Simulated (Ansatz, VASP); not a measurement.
## Two plane-wave programs on Mo

File INCAR:

```
PREC = Accurate ; ENCUT = 520
EDIFF = 1E-6 ; ISMEAR = 0
SIGMA = 0.15 ; LREAL = False
LASPH = True ; NELM = 100
ALGO = Normal ; ISIF = 2
LWAVE = False ; LCHARG = True
GGA = PE ; LELF = True
LVHAR = True ; NBANDS = 13
```

KPOINTS

```
regular mesh
0
Gamma
  22 22 22
```

POSCAR

```
Mo
1.0
   -1.4453200000      1.4453200000      1.4453200000
    1.4453200000     -1.4453200000      1.4453200000
    1.4453200000      1.4453200000     -1.4453200000
Mo
1
Direct
    0.0000000000      0.0000000000      0.0000000000
```

Input for Ansatz:

```yaml
crystal:
  lattice:
    - [-1.44532, 1.44532, 1.44532]
    - [1.44532, -1.44532, 1.44532]
    - [1.44532, 1.44532, -1.44532]
  atoms:
    - { symbol: Mo, position: [0.0, 0.0, 0.0] }
basis:
  ecutwfc: 420
kpoints:
  mp_grid: { grid: [22, 22, 22] }
hamiltonian:
  xc: pbe
scf:
  occupations: { method: gaussian, width: 0.15 }
output:
  forces: true
  stress: true
  eigenvalues: true
```

Change from the starting cell: strain -0.080 along x and y, -0.080 along z, atoms carried along.

Alike in both runs: task single point; functional PBE; k mesh 22 × 22 × 22; occupations gaussian, width 0.15 eV; no spin polarisation.

```csv
,VASP,Ansatz
version,VASP 6.6.1,Ansatz 0.2.0
potentials or method,"VASP PAW PBE potentials, release 64 (Mo_sv), cutoff 520 eV","scalar-relativistic, plane waves, PAW"
valence electrons in the cell,14,14
```

Ansatz gave:

```
gap on the k mesh at the Fermi level (eV) : none
pressure (GPa)                            : 120.1
```

Question: Which values does VASP return?

Answer: gap on the k mesh at the Fermi level (eV): none; pressure (GPa): 121.9.

A gap of «none» marks a metal or a gap that the smearing closes. Both programs put the cell under a high pressure, so it lies far from rest at this level. With one functional, cell and mesh, what is left measures potentials, basis and numerics.

Noted on VASP's run: the cell as given lies far from equilibrium.
